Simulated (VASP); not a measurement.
# Tl: relaxation of cell and atoms with PBE

The system is Tl.

```
CELL_PARAMETERS angstrom
3.55405 0.00000 0.00000
-1.77703 3.07790 0.00000
0.00000 0.00000 5.75756
ATOMIC_POSITIONS crystal
Tl 0.33333 0.66667 0.25000
Tl 0.66667 0.33333 0.75000
```

```
Program                : VASP 6.6.1
Task                   : relaxation of cell and atoms
Functional             : PBE
Potentials or basis    : VASP PAW PBE potentials, release 64 (Tl_d)
Cutoff                 : 600 eV
k mesh                 : 13 × 13 × 7
Occupations            : fermi-dirac, width 0.05 eV
Spin                   : no spin polarisation
Dipole correction      : no
Further INCAR settings : ALGO = Normal; EDIFF = 1e-06; IBRION = 2; EDIFFG = -0.005; NSW = 60; ISIF = 3
```

```json
{
  "Relaxed volume": "31.48 Å³/atom",
  "Relaxed cell": "a = 3.616 Å, b = 3.616 Å, c = 5.559 Å, α = 90.00°, β = 90.00°, γ = 120.00°",
  "Space group after relaxing (to 0.05 Å)": "P6_3/mmc (No. 194)",
  "Energy gained by relaxing": "5.1 meV/atom",
  "Ionic steps": "7",
  "Pressure after relaxing": "0.0 GPa",
  "Band gap on the k mesh": "zero (band 13 reaches 8.13 eV, above the bottom of band 14 at 4.05 eV)"
}
```

The path:
```
step  energy change (eV)  largest force (eV/Å)  pressure (GPa)  volume (Å³)
   1              0.0000                0.0000           -0.12        62.98
   2             -0.0032                0.0000            0.00        62.76
   3             -0.0090                0.0000            0.38        62.08
   4             -0.0101                0.0000            0.00        62.97
   5             -0.0102                0.0000            0.05        62.88
   6             -0.0102                0.0000            0.02        62.91
   7             -0.0102                0.0000           -0.01        62.95
```

Final structure:
```yaml
crystal:
  lattice:
    - [3.61610, 0.00000, 0.00000]
    - [-1.80805, 3.13163, 0.00000]
    - [0.00000, 0.00000, 5.55885]
  atoms:
    - { symbol: Tl, position: [0.33333, 0.66667, 0.25000] }
    - { symbol: Tl, position: [0.66667, 0.33333, 0.75000] }
```

Levels at points of the mesh, in eV from the Fermi level:
| k point | band 9 | band 10 | band 11 | band 12 | band 13 | band 14 | band 15 | band 16 | band 17 |
| --- | --- | --- | --- | --- | --- | --- | --- | --- | --- |
| (0.00, 0.00, 0.00) | -11.10 | -11.10 | -9.43 | -4.81 | -2.34 | 6.92 | 6.92 | 8.91 | 8.91 |

It took 2.1 min on 1 thread of Intel(R) Xeon(R) 6975P-C (Granite Rapids), with other jobs on the host, peak memory 0.26 GiB.

Caveat: spin-orbit coupling is left out, which moves the levels of the heavy elements.
